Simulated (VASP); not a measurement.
# Li2O3 (Pn-3m) in VASP: a series of runs

Runs on Li2O3. Level: PBE. Tasks: single point.

Program: VASP 6.6.1. These are calculated values, not measurements. Logs are shortened: lines on timing, memory, paths and dates and some standing lists are left out, and cuts for length are marked.

## (1) The cell of the first run

It takes space group Pn-3m (No. 224, cubic). The conventional cell has a = 4.383 Å, b = 4.383 Å, c = 4.383 Å, α = 90.00°, β = 90.00°, γ = 90.00°. Li (site symmetry -3m) has 6 O at 1.90 Å within 2.5 Å. Within 2.5 Å of O (site symmetry -42m) lie 4 Li at 1.90 Å and 4 O at 2.19 Å.

## (2) Single point, PBE

Input file INCAR:

```
ALGO     = Normal         # electronic algorithm
EDIFF    = 1E-6           # SCF threshold, eV
ENCUT    = 520            # plane-wave cutoff, eV
GGA      = PE             # functional
ISIF     = 2              # what is computed and relaxed
ISMEAR   = -1             # smearing method
LASPH    = True           # aspherical terms in the spheres
LCHARG   = False          # write CHGCAR
LREAL    = False          # projectors in reciprocal space
LWAVE    = False          # write WAVECAR
NBANDS   = 35             # bands
NELM     = 100            # most SCF steps
PREC     = Accurate       # precision mode
SIGMA    = 0.06122561905347299 # smearing width, eV
```

Input file KPOINTS:

```
k-points
0
Gamma
  8 8 8
```

Input file POSCAR:

```
Li2O3
1.0
    4.3825480658      0.0000000000      0.0000000000
    0.0000000000      4.3825480658      0.0000000000
    0.0000000000      0.0000000000      4.3825480658
Li O
4 6
Direct
    0.2500000000      0.2500000000      0.2500000000
    0.7500000000      0.7500000000      0.2500000000
    0.7500000000      0.2500000000      0.7500000000
    0.2500000000      0.7500000000      0.7500000000
    0.5000000000      0.0000000000      0.0000000000
    0.0000000000      0.5000000000      0.0000000000
    0.0000000000      0.0000000000      0.5000000000
    0.5000000000      0.5000000000      0.0000000000
    0.5000000000      0.0000000000      0.5000000000
    0.0000000000      0.5000000000      0.5000000000
```

Potentials or basis: VASP PAW PBE potentials, release 64 (Li_sv, O).

Launch:

```
cat potpaw_PBE.64/Li_sv/POTCAR potpaw_PBE.64/O/POTCAR > POTCAR
mpirun -np 1 vasp_std > vasp.out
```

OUTCAR:

```text
EDIFF = 1E-6
   ENCUT = 520
   GGA = PE
   ISIF = 2
   ISMEAR = -1
   LASPH = True
   LREAL = False
   NELM = 100
   PREC = Accurate

 ion  position               nearest neighbor table
   1  0.250  0.250  0.250-   5 1.90   6 1.90   7 1.90   8 1.90   9 1.90  10 1.90
   2  0.750  0.750  0.250-   5 1.90   6 1.90   7 1.90   8 1.90   9 1.90  10 1.90
   3  0.750  0.250  0.750-   5 1.90   6 1.90   7 1.90   8 1.90   9 1.90  10 1.90
   4  0.250  0.750  0.750-   5 1.90   6 1.90   7 1.90   8 1.90   9 1.90  10 1.90
   5  0.500  0.000  0.000-   1 1.90   2 1.90   3 1.90   4 1.90
   6  0.000  0.500  0.000-   1 1.90   2 1.90   3 1.90   4 1.90
   7  0.000  0.000  0.500-   1 1.90   2 1.90   3 1.90   4 1.90
   8  0.500  0.500  0.000-   1 1.90   2 1.90   3 1.90   4 1.90
   9  0.500  0.000  0.500-   1 1.90   2 1.90   3 1.90   4 1.90
  10  0.000  0.500  0.500-   1 1.90   2 1.90   3 1.90   4 1.90

  LATTYP: Found a simple cubic cell.
 ALAT       =     4.3825480658

  Lattice vectors:

 A1 = (   4.3825480658,   0.0000000000,   0.0000000000)
 A2 = (   0.0000000000,   4.3825480658,   0.0000000000)
 A3 = (   0.0000000000,   0.0000000000,   4.3825480658)

Analysis of symmetry for initial positions (statically):
=====================================================================
 Subroutine PRICEL returns:
 Original cell was already a primitive cell.

 Routine SETGRP: Setting up the symmetry group for a
 simple cubic supercell.

 Subroutine GETGRP returns: Found 48 space group operations
 (whereof 24 operations were pure point group operations)
 out of a pool of 48 trial point group operations.

The static configuration has the point symmetry T_d .
 The point group associated with its full space group is O_h .

Analysis of symmetry for dynamics (positions and initial velocities):
=====================================================================
 Subroutine PRICEL returns:
 Original cell was already a primitive cell.

 Routine SETGRP: Setting up the symmetry group for a
 simple cubic supercell.

 Subroutine GETGRP returns: Found 48 space group operations
 (whereof 24 operations were pure point group operations)
 out of a pool of 48 trial point group operations.

The dynamic configuration has the point symmetry T_d .
 The point group associated with its full space group is O_h .

 Subroutine INISYM returns: Found 48 space group operations
 (whereof 24 operations are pure point group operations),
 and found     1 'primitive' translations

----------------------------------------------------------------------------------------

                                     Primitive cell

  volume of cell :      84.1744

  direct lattice vectors                    reciprocal lattice vectors
     4.382548066  0.000000000  0.000000000     0.228177760  0.000000000  0.000000000
     0.000000000  4.382548066  0.000000000     0.000000000  0.228177760  0.000000000
     0.000000000  0.000000000  4.382548066     0.000000000  0.000000000  0.228177760

  length of vectors
     4.382548066  4.382548066  4.382548066     0.228177760  0.228177760  0.228177760

  position of ions in fractional coordinates (direct lattice)
     0.250000000  0.250000000  0.250000000
     0.750000000  0.750000000  0.250000000
     0.750000000  0.250000000  0.750000000
     0.250000000  0.750000000  0.750000000
     0.500000000  0.000000000  0.000000000
     0.000000000  0.500000000  0.000000000
     0.000000000  0.000000000  0.500000000
     0.500000000  0.500000000  0.000000000
     0.500000000  0.000000000  0.500000000
     0.000000000  0.500000000  0.500000000

  ion indices of the primitive-cell ions
   primitive index   ion index
                 1           1
                 2           2
                 3           3
                 4           4
                 5           5
                 6           6
                 7           7
                 8           8
                 9           9
                10          10

----------------------------------------------------------------------------------------

 KPOINTS: k-points

Automatic generation of k-mesh.
 Grid dimensions read from file:
 generate k-points for:    8    8    8

 Generating k-lattice:

  Cartesian coordinates                     Fractional coordinates (reciprocal lattice)
     0.028522220  0.000000000  0.000000000     0.125000000  0.000000000  0.000000000
     0.000000000  0.028522220  0.000000000     0.000000000  0.125000000  0.000000000
     0.000000000  0.000000000  0.028522220     0.000000000  0.000000000  0.125000000

  Length of vectors
     0.028522220  0.028522220  0.028522220

  Shift w.r.t. Gamma in fractional coordinates (k-lattice)
     0.000000000  0.000000000  0.000000000

 Subroutine IBZKPT returns following result:
 ===========================================

 Found     35 irreducible k-points:

 Following reciprocal coordinates:
            Coordinates               Weight
  0.000000  0.000000  0.000000      1.000000
  0.125000  0.000000  0.000000      6.000000
  0.250000  0.000000  0.000000      6.000000
  0.375000  0.000000  0.000000      6.000000
  0.500000  0.000000  0.000000      3.000000
  0.125000  0.125000  0.000000     12.000000
[... 16 lines left out ...]
  0.375000  0.375000  0.125000     24.000000
  0.500000  0.375000  0.125000     24.000000
 [... further k-points ...]
   k-points           NKPTS =     35   k-points in BZ     NKDIM =     35   number of bands    NBANDS=     35
   number of dos      NEDOS =    301   number of ions     NIONS =     10
   total plane-waves  NPLWV =  46656
   dimension x,y,z NGX =    36 NGY =   36 NGZ =   36
   dimension x,y,z NGXF=    72 NGYF=   72 NGZF=   72
   ions per type =               4   6
   NGX,Y,Z   is equivalent  to a cutoff of  13.66, 13.66, 13.66 a.u.
   NGXF,Y,Z  is equivalent  to a cutoff of  27.31, 27.31, 27.31 a.u.
 SYSTEM =  unknown system
   PREC   = accura    normal or accurate (medium, high low for compatibility)
   ISTART =      0    job   : 0-new  1-cont  2-samecut
   ICHARG =      2    charge: 1-file 2-atom 10-const
   ISPIN  =      1    spin polarized calculation?
   LNONCOLLINEAR =      F non collinear calculations
   LSORBIT =      F    spin-orbit coupling
   LASPH  =      T    aspherical Exc in radial PAW
   ENCUT  =  520.0 eV  38.22 Ry    6.18 a.u.   8.15  8.15  8.15*2*pi/ulx,y,z
   NELM   =    100;   NELMIN=  2; NELMDL= -5     # of ELM steps
   EDIFF  = 0.1E-05   stopping-criterion for ELM
   LREAL  =      F    real-space projection
   EDIFFG = 0.1E-04   stopping-criterion for IOM
   NSW    =      0    number of steps for IOM
   IBRION =     -1    ionic relax: 0-MD 1-quasi-New 2-CG
   NFREE  =      0    steps in history (QN), initial steepest desc. (CG)
   ISIF   =      2    stress and relaxation
   ISYM   =      2    0-nonsym 1-usesym 2-fastsym
   POTIM  = 0.5000    time-step for ionic-motion
   TEBEG  =    0.0;   TEEND  =   0.0 temperature during run
   PSTRESS=    0.0 pullay stress
   NELECT =      48.0000    total number of electrons
   NUPDOWN=      -1.0000    fix difference up-down
   EMIN   =  10.00;   EMAX   =-10.00  energy-range for DOS
   EFERMI =   0.00;   METHOD = LEGACY
   ISMEAR =    -1;   SIGMA  =   0.06  broadening in eV -4-tet -1-fermi 0-gaus
   EFERMI_NEDOS =   21; number of points for ismear=-14 and -15
   IALGO  =     38    algorithm
   IMIX   =      4    mixing-type and parameters
     AMIX     =   0.40;   BMIX     =  1.00
     AMIX_MAG =   1.60;   BMIX_MAG =  1.00
  volume/ion in A,a.u.               =       8.42        56.80
  Fermi-wavevector in a.u.,A,eV,Ry     =   1.357569  2.565433 25.075447  1.842993
  Thomas-Fermi vector in A             =   2.484476
   LORBIT       =      0    0 simple, 1 ext, 2 COOP (PROOUT), +10 PAW based schemes
   GGA     = PE    functional components
   LHFCALC =     F    Hartree Fock is set to
   AEXX    =    0.0000 exact exchange contribution
   IVDW    =     0    specifies the selected vdW correction
   LEPSILON=     F    determine dielectric tensor
   LRPA    =     F    only Hartree local field effects (RPA)
 non-spin polarized calculation
  energy-cutoff  :      520.00
  volume of cell :       84.17
 maximum number of plane-waves:      2301
 NGX is ok and might be reduce to    36
   NGX = 17   NGY = 17   NGZ = 17

 number of electron      47.9999937 magnetization

 Free energy of the ion-electron system (eV)
  ---------------------------------------------------
  ext. energy  EPLUGINS =         0.00000000
  ---------------------------------------------------
  free energy    TOTEN  =       -42.42774225 eV

  energy without entropy =      -42.36866244  energy(sigma->0) =      -42.39820235

 E-fermi :   0.6555     XC(G=0): -10.2399

 val. band max:        0.6525066922   @ k =   0.3750   0.1250   0.1250
 cond. band min:       0.6589866819   @ k =   0.3750   0.1250   0.0000
 fundamental gap:      0.0064799897
 Fermi energy:         0.6554741738

 k-point     1 :       0.0000    0.0000    0.0000
  band No.  band energies     occupation
      1     -41.2117      2.00000
      2     -41.1644      2.00000
      3     -41.1644      2.00000
      4     -41.1644      2.00000
      5     -17.6253      2.00000
      6     -16.6484      2.00000
[... 27 lines left out ...]
     34      16.4584      0.00000
     35      16.4584      0.00000

 k-point     2 :       0.1250    0.0000    0.0000
  band No.  band energies     occupation
      1     -41.2100      2.00000
      2     -41.1661      2.00000
      3     -41.1643      2.00000
      4     -41.1643      2.00000
      5     -17.5868      2.00000
      6     -16.6803      2.00000
[... 27 lines left out ...]
     34      16.5001      0.00000
     35      16.6886      0.00000
[... 796 lines left out ...]
     34      16.0317      0.00000
     35      16.1593      0.00000

 k-point    24 :       0.5000    0.3750    0.1250
  band No.  band energies     occupation
      1     -41.1811      2.00000
      2     -41.1803      2.00000
      3     -41.1723      2.00000
      4     -41.1700      2.00000
      5     -16.7752      2.00000
      6     -16.7735      2.00000
[... 27 lines left out ...]
     34      15.6898      0.00000
     35      16.2586      0.00000

 [... further k-points ...]
[... 5 lines left out ...]
  --------------------------------------------------------------------------------------
  -------------------------------------------------------------------------------------
  Total        3.0996647      3.0996647      3.0996647      0.0000000      0.0000000     -0.0000000
  in kB       58.9990795     58.9990795     58.9990795      0.0000000      0.0000000     -0.0000000
  external PRESSURE =      58.9990795 kB  Pullay stress =       0.0000000 kB

 VOLUME and BASIS-vectors are now :
 -----------------------------------------------------------------------------
  energy-cutoff  :      520.00
  volume of cell :       84.17
      direct lattice vectors                 reciprocal lattice vectors
     4.382548066  0.000000000  0.000000000     0.228177760  0.000000000  0.000000000
     0.000000000  4.382548066  0.000000000     0.000000000  0.228177760  0.000000000
     0.000000000  0.000000000  4.382548066     0.000000000  0.000000000  0.228177760

 POSITION                                       TOTAL-FORCE (eV/Angst)
 -----------------------------------------------------------------------------------
      1.09564      1.09564      1.09564        -0.000000     -0.000000     -0.000000
      3.28691      3.28691      1.09564        -0.000000      0.000000     -0.000000
      3.28691      1.09564      3.28691         0.000000      0.000000      0.000000
      1.09564      3.28691      3.28691        -0.000000      0.000000     -0.000000
      2.19127      0.00000      0.00000         0.000000      0.000000     -0.000000
      0.00000      2.19127      0.00000         0.000000     -0.000000     -0.000000
      0.00000      0.00000      2.19127         0.000000      0.000000      0.000000
      2.19127      2.19127      0.00000         0.000000     -0.000000      0.000000
      2.19127      0.00000      2.19127        -0.000000      0.000000      0.000000
      0.00000      2.19127      2.19127         0.000000     -0.000000      0.000000
 -----------------------------------------------------------------------------------
    total drift:                               -0.000000      0.000000     -0.000000

  FREE ENERGIE OF THE ION-ELECTRON SYSTEM (eV)
  ---------------------------------------------------
  free  energy   TOTEN  =       -42.4277422528 eV

  energy  without entropy=      -42.3686624383  energy(sigma->0) =      -42.39820235
```

Wall time 38 s (1 thread of Intel Xeon 6975P-C (Granite Rapids), shared host); peak memory 0.23 GiB.

What came out:

```
Free energy            : -42.4277 eV
Band gap on the k mesh : zero (band 24 reaches 2.35 eV, above the bottom of band 25 at -0.30 eV)
```

Caveat: the cutoff is under 1.25 times the usual one of these potentials, so pressure, stress and relaxed cells hold a basis-set (Pulay) error.

[end of part 1 of 2]
